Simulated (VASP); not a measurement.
Runs of VASP 6.6.1 on Os. The structure is that of space group P6/mmm (No. 191), or close to it. The cells are those of the table. 

| potentials or basis | cell | cutoff (eV) | second run | gap on the mesh (eV) | pressure (GPa) |
| --- | --- | --- | --- | --- | --- |
| VASP PAW PBE potentials, release 64 (Os) | a = 2.238, b = 2.238, c = 2.111 Å, angles 90.0, 90.0, 120.0°, 1 atom | 520 | - | none | (a) |
| VASP PAW PBE potentials, release 64 (Os) | a = 2.469, b = 2.469, c = 2.331 Å, angles 90.0, 90.0, 120.0°, 1 atom | 520 | - | none | 138.7 |
| VASP PAW PBE potentials, release 64 (Os) | a = 2.567, b = 2.567, c = 2.435 Å, angles 90.0, 90.0, 120.0°, 1 atom | 520 | - | none | 53.8 |
| VASP PAW PBE potentials, release 64 (Os_sv_GW) | a = 2.360, b = 2.360, c = 2.225 Å, angles 90.0, 90.0, 120.0°, 1 atom | 500 | valence_matched | none | (b) |
| VASP PAW PBE potentials, release 64 (Os_sv_GW) | a = 2.238, b = 2.238, c = 2.111 Å, angles 90.0, 90.0, 120.0°, 1 atom | 500 | valence_matched | none | 580.5 |

Alike in all rows: task single point; level PBE; no spin polarisation; k mesh 16 × 16 × 15; smearing fermi-dirac 0.05 eV.

Q: Estimate the missing entries.

A: (a) 580.7; (b) 286.8.

Caveats: spin-orbit coupling is left out, which moves the levels of the heavy elements.

A k mesh can miss the band edges, and the runs leave out spin-orbit coupling on Os.

A gap of «none» marks levels without a gap at the run's occupations.

The runs don't all hold the same shells in valence.
